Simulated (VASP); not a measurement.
# SiO2 (P4_12_12) in VASP: single point with BLYP

Aim: the single point of SiO2 with BLYP.

Program: VASP 6.6.1. These are calculated values, not measurements. Logs are shortened: lines on timing, memory, paths and dates and some standing lists are left out, and cuts for length are marked.

## 1. The cell of the first run

The structure is tetragonal, space group P4_12_12 (No. 92). The conventional cell has a = 5.158 Å, b = 5.158 Å, c = 7.237 Å, α = 90.00°, β = 90.00°, γ = 90.00°. Si (site symmetry 2) has 4 O at 1.63 Å within 2.2 Å. O (site symmetry 1) has 2 Si at 1.63 Å within 2.2 Å.

## 2. Single point, BLYP

File INCAR:

```
PREC     = Accurate       # precision mode
ENCUT    = 520            # plane-wave cutoff, eV
EDIFF    = 1E-6           # SCF threshold, eV
ISMEAR   = 0              # smearing method
SIGMA    = 0.01           # smearing width, eV
LREAL    = False          # projectors in reciprocal space
LASPH    = True           # aspherical terms in the spheres
NELM     = 100            # most SCF steps
ALGO     = Normal         # electronic algorithm
ISIF     = 2              # what is computed and relaxed
LWAVE    = False          # write WAVECAR
LCHARG   = False          # write CHGCAR
GGA      = B5             # functional
ALDAX    = 1.0          
AGGAX    = 1.0          
AGGAC    = 1.0          
ALDAC    = 0.0          
NBANDS   = 44             # bands
```

File KPOINTS:

```
regular mesh
0
Gamma
  4 4 3
```

File POSCAR:

```
SiO2
1.0
    5.1582348575      0.0000000000      0.0000000000
    0.0000000000      5.1582348575      0.0000000000
    0.0000000000      0.0000000000      7.2374334812
Si O
4 8
Direct
    0.2854706086      0.2854706086      0.0000000000
    0.2145293914      0.7854706086      0.2500000000
    0.7145293914      0.7145293914      0.5000000000
    0.7854706086      0.2145293914      0.7500000000
    0.2441359646      0.0757224896      0.1650119614
    0.4242775104      0.7441359646      0.4150119614
    0.7558640354      0.9242775104      0.6650119614
    0.5757224896      0.2558640354      0.9150119614
    0.7441359646      0.4242775104      0.5849880386
    0.9242775104      0.7558640354      0.3349880386
    0.2558640354      0.5757224896      0.0849880386
    0.0757224896      0.2441359646      0.8349880386
```

Potentials or basis: VASP PAW PBE potentials, release 64 (Si, O).

Command:

```console
$ cat potpaw_PBE.64/Si/POTCAR potpaw_PBE.64/O/POTCAR > POTCAR
$ mpirun -np 1 vasp_std > vasp.out
```

OUTCAR:

```text
PREC = Accurate
   ENCUT = 520
   EDIFF = 1E-6
   ISMEAR = 0
   LREAL = False
   LASPH = True
   NELM = 100
   ISIF = 2
   GGA = B5

 ion  position               nearest neighbor table
   1  0.285  0.285  0.000-   5 1.63  12 1.63  11 1.63   8 1.63
   2  0.215  0.785  0.250-   6 1.63  11 1.63  10 1.63   5 1.63
   3  0.715  0.715  0.500-   7 1.63  10 1.63   9 1.63   6 1.63
   4  0.785  0.215  0.750-   8 1.63   9 1.63   7 1.63  12 1.63
   5  0.244  0.076  0.165-   1 1.63   2 1.63
   6  0.424  0.744  0.415-   2 1.63   3 1.63
   7  0.756  0.924  0.665-   3 1.63   4 1.63
   8  0.576  0.256  0.915-   4 1.63   1 1.63
   9  0.744  0.424  0.585-   4 1.63   3 1.63
  10  0.924  0.756  0.335-   3 1.63   2 1.63
  11  0.256  0.576  0.085-   2 1.63   1 1.63
  12  0.076  0.244  0.835-   1 1.63   4 1.63

  LATTYP: Found a simple tetragonal cell.
 ALAT       =     5.1582348575
 C/A-ratio  =     1.4030833572

  Lattice vectors:

 A1 = (   5.1582348575,   0.0000000000,   0.0000000000)
 A2 = (   0.0000000000,   5.1582348575,   0.0000000000)
 A3 = (   0.0000000000,   0.0000000000,   7.2374334812)

Analysis of symmetry for initial positions (statically):
=====================================================================
 Subroutine PRICEL returns:
 Original cell was already a primitive cell.

 Routine SETGRP: Setting up the symmetry group for a
 simple tetragonal supercell.

 Subroutine GETGRP returns: Found  8 space group operations
 (whereof  2 operations were pure point group operations)
 out of a pool of 16 trial point group operations.

The static configuration has the point symmetry C_2 .
 The point group associated with its full space group is D_4 .

Analysis of symmetry for dynamics (positions and initial velocities):
=====================================================================
 Subroutine PRICEL returns:
 Original cell was already a primitive cell.

 Routine SETGRP: Setting up the symmetry group for a
 simple tetragonal supercell.

 Subroutine GETGRP returns: Found  8 space group operations
 (whereof  2 operations were pure point group operations)
 out of a pool of 16 trial point group operations.

The dynamic configuration has the point symmetry C_2 .
 The point group associated with its full space group is D_4 .

 Subroutine INISYM returns: Found  8 space group operations
 (whereof  2 operations are pure point group operations),
 and found     1 'primitive' translations

----------------------------------------------------------------------------------------

                                     Primitive cell

  volume of cell :     192.5692

  direct lattice vectors                    reciprocal lattice vectors
     5.158234858  0.000000000  0.000000000     0.193864767  0.000000000  0.000000000
     0.000000000  5.158234858  0.000000000     0.000000000  0.193864767  0.000000000
     0.000000000  0.000000000  7.237433481     0.000000000  0.000000000  0.138170527

  length of vectors
     5.158234858  5.158234858  7.237433481     0.193864767  0.193864767  0.138170527

  position of ions in fractional coordinates (direct lattice)
     0.285470609  0.285470609  0.000000000
     0.214529391  0.785470609  0.250000000
     0.714529391  0.714529391  0.500000000
     0.785470609  0.214529391  0.750000000
     0.244135965  0.075722490  0.165011961
     0.424277510  0.744135965  0.415011961
     0.755864035  0.924277510  0.665011961
     0.575722490  0.255864035  0.915011961
     0.744135965  0.424277510  0.584988039
     0.924277510  0.755864035  0.334988039
     0.255864035  0.575722490  0.084988039
     0.075722490  0.244135965  0.834988039

  ion indices of the primitive-cell ions
   primitive index   ion index
                 1           1
                 2           2
                 3           3
                 4           4
                 5           5
                 6           6
                 7           7
                 8           8
                 9           9
                10          10
                11          11
                12          12

----------------------------------------------------------------------------------------

 KPOINTS: regular mesh

Automatic generation of k-mesh.
 Grid dimensions read from file:
 generate k-points for:    4    4    3

 Generating k-lattice:

  Cartesian coordinates                     Fractional coordinates (reciprocal lattice)
     0.048466192  0.000000000  0.000000000     0.250000000  0.000000000  0.000000000
     0.000000000  0.048466192  0.000000000     0.000000000  0.250000000  0.000000000
     0.000000000  0.000000000  0.046056842     0.000000000  0.000000000  0.333333333

  Length of vectors
     0.048466192  0.048466192  0.046056842

  Shift w.r.t. Gamma in fractional coordinates (k-lattice)
     0.000000000  0.000000000  0.000000000

 Subroutine IBZKPT returns following result:
 ===========================================

 Found     12 irreducible k-points:

 Following reciprocal coordinates:
            Coordinates               Weight
  0.000000  0.000000  0.000000      1.000000
  0.250000  0.000000  0.000000      4.000000
  0.500000  0.000000  0.000000      2.000000
  0.250000  0.250000  0.000000      4.000000
  0.500000  0.250000  0.000000      4.000000
  0.500000  0.500000  0.000000      1.000000
  0.000000  0.000000  0.333333      2.000000
  0.250000  0.000000  0.333333      8.000000
  0.500000  0.000000  0.333333      4.000000
  0.250000  0.250000  0.333333      8.000000
  0.500000  0.250000  0.333333      8.000000
  0.500000  0.500000  0.333333      2.000000
   k-points           NKPTS =     12   k-points in BZ     NKDIM =     12   number of bands    NBANDS=     44
   number of dos      NEDOS =    301   number of ions     NIONS =     12
   total plane-waves  NPLWV =  86400
   dimension x,y,z NGX =    40 NGY =   40 NGZ =   54
   dimension x,y,z NGXF=    80 NGYF=   80 NGZF=  108
   ions per type =               4   8
   NGX,Y,Z   is equivalent  to a cutoff of  12.89, 12.89, 12.40 a.u.
   NGXF,Y,Z  is equivalent  to a cutoff of  25.78, 25.78, 24.81 a.u.
 SYSTEM =  unknown system
   PREC   = accura    normal or accurate (medium, high low for compatibility)
   ISTART =      0    job   : 0-new  1-cont  2-samecut
   ICHARG =      2    charge: 1-file 2-atom 10-const
   ISPIN  =      1    spin polarized calculation?
   LNONCOLLINEAR =      F non collinear calculations
   LSORBIT =      F    spin-orbit coupling
   LASPH  =      T    aspherical Exc in radial PAW
   ENCUT  =  520.0 eV  38.22 Ry    6.18 a.u.   9.59  9.59 13.46*2*pi/ulx,y,z
   NELM   =    100;   NELMIN=  2; NELMDL= -5     # of ELM steps
   EDIFF  = 0.1E-05   stopping-criterion for ELM
   LREAL  =      F    real-space projection
   EDIFFG = 0.1E-04   stopping-criterion for IOM
   NSW    =      0    number of steps for IOM
   IBRION =     -1    ionic relax: 0-MD 1-quasi-New 2-CG
   NFREE  =      0    steps in history (QN), initial steepest desc. (CG)
   ISIF   =      2    stress and relaxation
   ISYM   =      2    0-nonsym 1-usesym 2-fastsym
   POTIM  = 0.5000    time-step for ionic-motion
   TEBEG  =    0.0;   TEEND  =   0.0 temperature during run
   PSTRESS=    0.0 pullay stress
   NELECT =      64.0000    total number of electrons
   NUPDOWN=      -1.0000    fix difference up-down
   EMIN   =  10.00;   EMAX   =-10.00  energy-range for DOS
   EFERMI =   0.00;   METHOD = LEGACY
   ISMEAR =     0;   SIGMA  =   0.01  broadening in eV -4-tet -1-fermi 0-gaus
   EFERMI_NEDOS =   21; number of points for ismear=-14 and -15
   IALGO  =     38    algorithm
   IMIX   =      4    mixing-type and parameters
     AMIX     =   0.40;   BMIX     =  1.00
     AMIX_MAG =   1.60;   BMIX_MAG =  1.00
  volume/ion in A,a.u.               =      16.05       108.29
  Fermi-wavevector in a.u.,A,eV,Ry     =   1.133981  2.142914 17.495916  1.285914
  Thomas-Fermi vector in A             =   2.270685
   LORBIT       =      0    0 simple, 1 ext, 2 COOP (PROOUT), +10 PAW based schemes
   GGA     = B5    functional components
   LHFCALC =     F    Hartree Fock is set to
   AEXX    =    0.0000 exact exchange contribution
   IVDW    =     0    specifies the selected vdW correction
   LEPSILON=     F    determine dielectric tensor
   LRPA    =     F    only Hartree local field effects (RPA)
 non-spin polarized calculation
 Gauss-broadening in eV      SIGMA  =   0.01
  energy-cutoff  :      520.00
  volume of cell :      192.57
 maximum number of plane-waves:      5223
 NGX is ok and might be reduce to    40
   NGX = 19   NGY = 19   NGZ = 27

 number of electron      63.9999986 magnetization

 Free energy of the ion-electron system (eV)
  ---------------------------------------------------
  ext. energy  EPLUGINS =         0.00000000
  ---------------------------------------------------
  free energy    TOTEN  =       -91.43995651 eV

  energy without entropy =      -91.43995651  energy(sigma->0) =      -91.43995651

 E-fermi :  -0.2571     XC(G=0):  -7.5775

 val. band max:       -0.3454865507   @ k =   0.0000   0.0000   0.0000
 cond. band min:       5.1029245823   @ k =   0.0000   0.0000   0.0000
 fundamental gap:      5.4484111329
 Fermi energy:        -0.2571159991

 k-point     1 :       0.0000    0.0000    0.0000
  band No.  band energies     occupation
      1     -19.5337      2.00000
      2     -18.6924      2.00000
      3     -18.6924      2.00000
      4     -17.5782      2.00000
      5     -17.5670      2.00000
      6     -17.5654      2.00000
[... 36 lines left out ...]
     43      10.6230      0.00000
     44      10.6570      0.00000
[... 476 lines left out ...]
      4     -18.6747      2.00000
      5     -17.5930      2.00000
      6     -17.5930      2.00000
[... 36 lines left out ...]
     43      10.1818      0.00000
     44      10.1818      0.00000

------------------------ aborting loop because EDIFF is reached ----------------------------------------

  FORCE on cell =-STRESS in cart. coord.  units (eV):
  Direction    XX          YY          ZZ          XY          YZ          ZX
  --------------------------------------------------------------------------------------
  -------------------------------------------------------------------------------------
  Total        0.7716371      0.7716371      0.7804531      0.0000000      0.0000000     -0.0000000
  in kB        6.4200274      6.4200274      6.4933764      0.0000000      0.0000000     -0.0000000
  external PRESSURE =       6.4444771 kB  Pullay stress =       0.0000000 kB

 VOLUME and BASIS-vectors are now :
 -----------------------------------------------------------------------------
  energy-cutoff  :      520.00
  volume of cell :      192.57
      direct lattice vectors                 reciprocal lattice vectors
     5.158234858  0.000000000  0.000000000     0.193864767  0.000000000  0.000000000
     0.000000000  5.158234858  0.000000000     0.000000000  0.193864767  0.000000000
     0.000000000  0.000000000  7.237433481     0.000000000  0.000000000  0.138170527

 POSITION                                       TOTAL-FORCE (eV/Angst)
 -----------------------------------------------------------------------------------
      1.47252      1.47252      0.00000         0.011260      0.011260      0.000000
      1.10659      4.05164      1.80936        -0.011260      0.011260      0.000000
      3.68571      3.68571      3.61872        -0.011260     -0.011260      0.000000
      4.05164      1.10659      5.42808         0.011260     -0.011260      0.000000
      1.25931      0.39059      1.19426        -0.002455      0.017370      0.022602
      2.18852      3.83843      3.00362        -0.017370     -0.002455      0.022602
      3.89892      4.76764      4.81298         0.002455     -0.017370      0.022602
      2.96971      1.31981      6.62234         0.017370      0.002455      0.022602
      3.83843      2.18852      4.23381        -0.002455     -0.017370     -0.022602
      4.76764      3.89892      2.42445        -0.017370      0.002455     -0.022602
      1.31981      2.96971      0.61510         0.002455      0.017370     -0.022602
      0.39059      1.25931      6.04317         0.017370     -0.002455     -0.022602
 -----------------------------------------------------------------------------------
    total drift:                                0.000000     -0.000000      0.000000

  FREE ENERGIE OF THE ION-ELECTRON SYSTEM (eV)
  ---------------------------------------------------
  free  energy   TOTEN  =       -91.4399565132 eV

  energy  without entropy=      -91.4399565132  energy(sigma->0) =      -91.43995651
```

It took 59 s on 1 thread of Intel Xeon 6975P-C (Granite Rapids), shared host; peak memory 0.29 GiB.

Results:

```
Free energy            : -91.4400 eV
Pressure               : 0.6 GPa
Largest force          : 0.029 eV/Å
Band gap on the k mesh : 5.45 eV
```

Forces in eV/Å, atoms in the order of the input:
```
Si   0.011  0.011  0.000
Si  -0.011  0.011  0.000
Si  -0.011 -0.011  0.000
Si   0.011 -0.011  0.000
O   -0.002  0.017  0.023
O   -0.017 -0.002  0.023
O    0.002 -0.017  0.023
O    0.017  0.002  0.023
O   -0.002 -0.017 -0.023
O   -0.017  0.002 -0.023
O    0.002  0.017 -0.023
O    0.017 -0.002 -0.023
```

Levels at points of the mesh, in eV from the valence-band top:
| k point | band 29 | band 30 | band 31 | band 32 | band 33 | band 34 | band 35 | band 36 |
| --- | --- | --- | --- | --- | --- | --- | --- | --- |
| (0.00, 0.00, 0.00) | -0.64 | -0.17 | -0.17 | 0.00 | 5.45 | 8.57 | 8.57 | 8.80 |
| (0.50, 0.00, 0.00) | -0.64 | -0.64 | -0.38 | -0.38 | 7.36 | 7.36 | 9.08 | 9.08 |
| (0.50, 0.50, 0.00) | -0.59 | -0.59 | -0.57 | -0.57 | 8.41 | 8.41 | 8.49 | 8.49 |

Caveat: the PAW data sets were made with another functional, which shifts forces and pressure a little. Expect the measured gap to be larger: semilocal functionals such as BLYP lack the derivative discontinuity.
